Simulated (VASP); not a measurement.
# ZnCu (Pm-3m) in VASP: notebook

The runs below take ZnCu through electric field gradients, with PBEsol.

All numbers are computed with VASP 6.6.1; they aren't measurements. Logs are shortened: lines on timing, memory, paths and dates and some standing lists are left out, and cuts for length are marked.

## Step 1: The cell of the first run

It takes space group Pm-3m (No. 221, cubic). Conventional cell: a = 2.885 Å, b = 2.885 Å, c = 2.885 Å, α = 90.00°, β = 90.00°, γ = 90.00°. Within 3.3 Å of Zn (site symmetry m-3m) lie 8 Cu at 2.50 Å and 6 Zn at 2.88 Å. Cu (site symmetry m-3m) has 8 Zn at 2.50 Å and 6 Cu at 2.88 Å within 3.3 Å.

## Step 2: Electric field gradients, PBEsol (12.00 Å³/atom)

INCAR reads:

```
PREC     = Accurate       # precision mode
ENCUT    = 520            # plane-wave cutoff, eV
EDIFF    = 1E-8           # SCF threshold, eV
ISMEAR   = -1             # smearing method
SIGMA    = 0.05           # smearing width, eV
LREAL    = F              # projectors in reciprocal space
LASPH    = T              # aspherical terms in the spheres
NELM     = 80             # most SCF steps
ALGO     = Normal         # electronic algorithm
ISIF     = 2              # what is computed and relaxed
LWAVE    = F              # write WAVECAR
LCHARG   = F              # write CHGCAR
GGA      = PS             # functional
LEFG     = T            
NBANDS   = 18             # bands
```

KPOINTS reads:

```
Automatic mesh
0
Gamma
  14 14 14
```

POSCAR reads:

```
ZnCu
1.0
    2.8848810902      0.0000000000      0.0000000000
    0.0000000000      2.8848810902      0.0000000000
    0.0000000000      0.0000000000      2.8848810902
Zn Cu
1 1
Direct
    0.5000000000      0.5000000000      0.5000000000
    0.0000000000      0.0000000000      0.0000000000
```

Potentials or basis: VASP PAW PBE potentials, release 64 (Zn, Cu).

On the command line:

```sh
cat potpaw_PBE.64/Zn/POTCAR potpaw_PBE.64/Cu/POTCAR > POTCAR
mpirun -np 1 vasp_std > vasp.out
```

OUTCAR:

```text
PREC = Accurate
   ENCUT = 520
   EDIFF = 1E-8
   ISMEAR = -1
   LREAL = F
   LASPH = T
   NELM = 80
   ISIF = 2
   GGA = PS

 ion  position               nearest neighbor table
   1  0.500  0.500  0.500-   2 2.50   2 2.50   2 2.50   2 2.50   2 2.50   2 2.50   2 2.50   2 2.50

   2  0.000  0.000  0.000-   1 2.50   1 2.50   1 2.50   1 2.50   1 2.50   1 2.50   1 2.50   1 2.50

  LATTYP: Found a simple cubic cell.
 ALAT       =     2.8848810902

  Lattice vectors:

 A1 = (   2.8848810902,   0.0000000000,   0.0000000000)
 A2 = (   0.0000000000,   2.8848810902,   0.0000000000)
 A3 = (   0.0000000000,   0.0000000000,   2.8848810902)

Analysis of symmetry for initial positions (statically):
=====================================================================
 Subroutine PRICEL returns:
 Original cell was already a primitive cell.

 Routine SETGRP: Setting up the symmetry group for a
 simple cubic supercell.

 Subroutine GETGRP returns: Found 48 space group operations
 (whereof 48 operations were pure point group operations)
 out of a pool of 48 trial point group operations.

The static configuration has the point symmetry O_h .

Analysis of symmetry for dynamics (positions and initial velocities):
=====================================================================
 Subroutine PRICEL returns:
 Original cell was already a primitive cell.

 Routine SETGRP: Setting up the symmetry group for a
 simple cubic supercell.

 Subroutine GETGRP returns: Found 48 space group operations
 (whereof 48 operations were pure point group operations)
 out of a pool of 48 trial point group operations.

The dynamic configuration has the point symmetry O_h .

 Subroutine INISYM returns: Found 48 space group operations
 (whereof 48 operations are pure point group operations),
 and found     1 'primitive' translations

----------------------------------------------------------------------------------------

                                     Primitive cell

  volume of cell :      24.0095

  direct lattice vectors                    reciprocal lattice vectors
     2.884881090  0.000000000  0.000000000     0.346634738  0.000000000  0.000000000
     0.000000000  2.884881090  0.000000000     0.000000000  0.346634738  0.000000000
     0.000000000  0.000000000  2.884881090     0.000000000  0.000000000  0.346634738

  length of vectors
     2.884881090  2.884881090  2.884881090     0.346634738  0.346634738  0.346634738

  position of ions in fractional coordinates (direct lattice)
     0.500000000  0.500000000  0.500000000
     0.000000000  0.000000000  0.000000000

  ion indices of the primitive-cell ions
   primitive index   ion index
                 1           1
                 2           2

----------------------------------------------------------------------------------------

 KPOINTS: Automatic mesh

Automatic generation of k-mesh.
 Grid dimensions read from file:
 generate k-points for:   14   14   14

 Generating k-lattice:

  Cartesian coordinates                     Fractional coordinates (reciprocal lattice)
     0.024759624  0.000000000  0.000000000     0.071428571  0.000000000  0.000000000
     0.000000000  0.024759624  0.000000000     0.000000000  0.071428571  0.000000000
     0.000000000  0.000000000  0.024759624     0.000000000  0.000000000  0.071428571

  Length of vectors
     0.024759624  0.024759624  0.024759624

  Shift w.r.t. Gamma in fractional coordinates (k-lattice)
     0.000000000  0.000000000  0.000000000

 Subroutine IBZKPT returns following result:
 ===========================================

 Found    120 irreducible k-points:

 Following reciprocal coordinates:
            Coordinates               Weight
  0.000000  0.000000  0.000000      1.000000
  0.071429  0.000000  0.000000      6.000000
  0.142857  0.000000  0.000000      6.000000
  0.214286  0.000000  0.000000      6.000000
  0.285714  0.000000  0.000000      6.000000
  0.357143  0.000000  0.000000      6.000000
[... 16 lines left out ...]
  0.285714  0.214286  0.000000     24.000000
  0.357143  0.214286  0.000000     24.000000
 [... further k-points ...]
   k-points           NKPTS =    120   k-points in BZ     NKDIM =    120   number of bands    NBANDS=     18
   number of dos      NEDOS =    301   number of ions     NIONS =      2
   total plane-waves  NPLWV =  13824
   dimension x,y,z NGX =    24 NGY =   24 NGZ =   24
   dimension x,y,z NGXF=    48 NGYF=   48 NGZF=   48
   ions per type =               1   1
   NGX,Y,Z   is equivalent  to a cutoff of  13.83, 13.83, 13.83 a.u.
   NGXF,Y,Z  is equivalent  to a cutoff of  27.66, 27.66, 27.66 a.u.
 SYSTEM =  unknown system
   PREC   = accura    normal or accurate (medium, high low for compatibility)
   ISTART =      0    job   : 0-new  1-cont  2-samecut
   ICHARG =      2    charge: 1-file 2-atom 10-const
   ISPIN  =      1    spin polarized calculation?
   LNONCOLLINEAR =      F non collinear calculations
   LSORBIT =      F    spin-orbit coupling
   LASPH  =      T    aspherical Exc in radial PAW
   ENCUT  =  520.0 eV  38.22 Ry    6.18 a.u.   5.36  5.36  5.36*2*pi/ulx,y,z
   NELM   =     80;   NELMIN=  2; NELMDL= -5     # of ELM steps
   EDIFF  = 0.1E-07   stopping-criterion for ELM
   LREAL  =      F    real-space projection
   EDIFFG = 0.1E-06   stopping-criterion for IOM
   NSW    =      0    number of steps for IOM
   IBRION =     -1    ionic relax: 0-MD 1-quasi-New 2-CG
   NFREE  =      0    steps in history (QN), initial steepest desc. (CG)
   ISIF   =      2    stress and relaxation
   ISYM   =      2    0-nonsym 1-usesym 2-fastsym
   POTIM  = 0.5000    time-step for ionic-motion
   TEBEG  =    0.0;   TEEND  =   0.0 temperature during run
   PSTRESS=    0.0 pullay stress
   NELECT =      23.0000    total number of electrons
   NUPDOWN=      -1.0000    fix difference up-down
   EMIN   =  10.00;   EMAX   =-10.00  energy-range for DOS
   EFERMI =   0.00;   METHOD = LEGACY
   ISMEAR =    -1;   SIGMA  =   0.05  broadening in eV -4-tet -1-fermi 0-gaus
   EFERMI_NEDOS =   21; number of points for ismear=-14 and -15
   IALGO  =     38    algorithm
   IMIX   =      4    mixing-type and parameters
     AMIX     =   0.40;   BMIX     =  1.00
     AMIX_MAG =   1.60;   BMIX_MAG =  1.00
  volume/ion in A,a.u.               =      12.00        81.01
  Fermi-wavevector in a.u.,A,eV,Ry     =   1.613824  3.049685 35.435397  2.604428
  Thomas-Fermi vector in A             =   2.708832
   LORBIT       =      0    0 simple, 1 ext, 2 COOP (PROOUT), +10 PAW based schemes
   GGA     = PS    functional components
   LHFCALC =     F    Hartree Fock is set to
   AEXX    =    0.0000 exact exchange contribution
   IVDW    =     0    specifies the selected vdW correction
   LEPSILON=     F    determine dielectric tensor
   LRPA    =     F    only Hartree local field effects (RPA)
 non-spin polarized calculation
  energy-cutoff  :      520.00
  volume of cell :       24.01
 maximum number of plane-waves:       672
 NGX is ok and might be reduce to    24
   NGX = 11   NGY = 11   NGZ = 11

 number of electron      22.9999980 magnetization

 Free energy of the ion-electron system (eV)
  ---------------------------------------------------
  ext. energy  EPLUGINS =         0.00000000
  ---------------------------------------------------
  free energy    TOTEN  =        -6.09071981 eV

  energy without entropy =       -6.08803230  energy(sigma->0) =       -6.08937606

 E-fermi :   5.9886     XC(G=0): -12.9186

 val. band max:        5.8488842594   @ k =   0.3571   0.2143   0.1429
 cond. band min:       6.0011851843   @ k =   0.4286   0.3571   0.2143
 fundamental gap:      0.1523009249
 Fermi energy:         5.9885641319

 k-point     1 :       0.0000    0.0000    0.0000
  band No.  band energies     occupation
      1      -4.8877      2.00000
      2      -2.0738      2.00000
      3      -2.0738      2.00000
      4      -1.2658      2.00000
      5      -1.2658      2.00000
      6      -1.2658      2.00000
[... 10 lines left out ...]
     17      19.2420      0.00000
     18      30.0279      0.00000
[... 463 lines left out ...]
 k-point    24 :       0.3571    0.2143    0.0000
  band No.  band energies     occupation
      1      -2.3370      2.00000
      2      -1.8506      2.00000
      3      -1.5655      2.00000
      4      -1.4582      2.00000
      5      -1.3225      2.00000
      6      -0.8869      2.00000
[... 10 lines left out ...]
     17      22.4709      0.00000
     18      23.3136      0.00000

 [... further k-points ...]

------------------------ aborting loop because EDIFF is reached ----------------------------------------

  FORCE on cell =-STRESS in cart. coord.  units (eV):
  Direction    XX          YY          ZZ          XY          YZ          ZX
  --------------------------------------------------------------------------------------
  -------------------------------------------------------------------------------------
  Total        0.6395219      0.6395219      0.6395219      0.0000000      0.0000000     -0.0000000
  in kB       42.6758574     42.6758574     42.6758574      0.0000000      0.0000000     -0.0000000
  external PRESSURE =      42.6758574 kB  Pullay stress =       0.0000000 kB

 VOLUME and BASIS-vectors are now :
 -----------------------------------------------------------------------------
  energy-cutoff  :      520.00
  volume of cell :       24.01
      direct lattice vectors                 reciprocal lattice vectors
     2.884881090  0.000000000  0.000000000     0.346634738  0.000000000  0.000000000
     0.000000000  2.884881090  0.000000000     0.000000000  0.346634738  0.000000000
     0.000000000  0.000000000  2.884881090     0.000000000  0.000000000  0.346634738

 POSITION                                       TOTAL-FORCE (eV/Angst)
 -----------------------------------------------------------------------------------
      1.44244      1.44244      1.44244         0.000000      0.000000      0.000000
      0.00000      0.00000      0.00000         0.000000      0.000000      0.000000
 -----------------------------------------------------------------------------------
    total drift:                                0.000000      0.000000     -0.000000

  FREE ENERGIE OF THE ION-ELECTRON SYSTEM (eV)
  ---------------------------------------------------
  free  energy   TOTEN  =        -6.0907198056 eV

  energy  without entropy=       -6.0880323049  energy(sigma->0) =       -6.08937606

 Electric field gradients (V/A^2)
---------------------------------------------------------------------
 ion       V_xx      V_yy      V_zz      V_xy      V_xz      V_yz
---------------------------------------------------------------------
   1       0.000     0.000     0.000    -0.000    -0.000    -0.000
   2      -0.000    -0.000    -0.000    -0.000     0.000    -0.000
---------------------------------------------------------------------

 Electric field gradients after diagonalization (V/A^2)
 (convention: |V_zz| > |V_xx| > |V_yy|)
----------------------------------------------------------------------
 ion       V_xx      V_yy      V_zz     asymmetry (V_yy - V_xx)/ V_zz
----------------------------------------------------------------------
   1       0.000     0.000     0.000      -0.520
   2      -0.000    -0.000    -0.000      -0.101
----------------------------------------------------------------------

           NMR quadrupolar parameters

 Cq : quadrupolar parameter    Cq=e*Q*V_zz/h
 eta: asymmetry parameters     (V_yy - V_xx)/ V_zz
 Q  : nuclear electric quadrupole moment in mb (millibarn)
----------------------------------------------------------------------
 ion       Cq(MHz)       eta       Q (mb)
----------------------------------------------------------------------
   1       0.000      -0.520       1.000
   2      -0.000      -0.101       1.000
----------------------------------------------------------------------
```

Run time: 25 s. Hardware: 1 thread of Intel Xeon Platinum 8488C (Sapphire Rapids), shared host; peak memory 0.17 GiB.

Results:

| Property | Result |
| --- | --- |
| Free energy | -6.0907 eV |
| Pressure | 4.3 GPa |
| Band gap on the k mesh | zero (an odd number of electrons rules out a gap without spin polarisation) |
| Largest electric field gradient by atom | zero within the noise of the run |

Levels at points of the mesh, in eV from the Fermi level:
| k point | band 8 | band 9 | band 10 | band 11 | band 12 | band 13 | band 14 | band 15 | band 16 | band 17 |
| --- | --- | --- | --- | --- | --- | --- | --- | --- | --- | --- |
| (0.00, 0.00, 0.00) | -3.77 | -2.85 | -2.85 | -2.85 | 6.40 | 6.40 | 6.40 | 11.64 | 11.64 | 13.25 |
| (0.50, 0.00, 0.00) | -3.94 | -3.48 | -3.48 | -2.95 | -2.07 | 12.21 | 12.21 | 12.82 | 12.82 | 13.83 |
| (0.50, 0.50, 0.00) | -3.00 | -3.00 | -2.60 | -2.13 | -2.13 | 2.01 | 2.32 | 14.55 | 16.00 | 16.00 |
| (0.50, 0.50, 0.50) | -4.60 | -2.58 | -2.58 | 4.26 | 4.46 | 4.46 | 4.46 | 4.69 | 4.69 | 4.69 |

Caveat: the cell stands under pressure; the PAW data sets were made with another functional, which shifts forces and pressure a little.

(Part 1 of 2 ends here.)
